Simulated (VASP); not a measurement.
Input of a VASP 6.6.1 run:

File INCAR:

```
SYSTEM = Te
  PREC = Accurate
  ENCUT = 520
  EDIFF = 1E-7
  ISMEAR = -1
  SIGMA = 0.05
  LREAL = .False.
  LASPH = .True.
  NELM = 60
  ALGO = Normal
  ISIF = 2
  LWAVE = .False.
  LCHARG = .True.
  GGA = PS
  LELF = .True.
  LVHAR = .True.
  NBANDS = 16
```

Contents of KPOINTS:

```
regular mesh
0
Gamma
  7 7 5
  0 0 0
```

Contents of POSCAR:

```
Te
1.0
    3.1748022675     -1.8308387269      0.0204407712
    3.1748022675      1.8308387269      0.0204407712
   -0.0463836474      0.0000000000      6.5530447343
Te
3
Direct
    0.0000000000      0.0000000000      0.0000000000
    0.3333323746      0.3333323746      0.3333344443
    0.6666676254      0.6666676254      0.6666655557
```

Potentials or basis: VASP PAW PBE potentials, release 64 (Te).

Command:

```console
$ cat potpaw_PBE.64/Te/POTCAR > POTCAR
$ mpirun -np 1 vasp_std > vasp.out
```

Q: What does it give for the band gap on the k mesh?

A: Zero (bands 9 and 10 overlap by 2.78 eV).

Q: Estimate the pressure.

A: 10.1 GPa.

Stress tensor (GPa, compression positive):
```
10.04  0.00  0.00
 0.00 10.06  0.00
 0.00  0.00 10.13
```

Caveat: the cell stands under pressure; the PAW data sets were made with another functional, which shifts forces and pressure a little; spin-orbit coupling is left out, which moves the levels of the heavy elements.
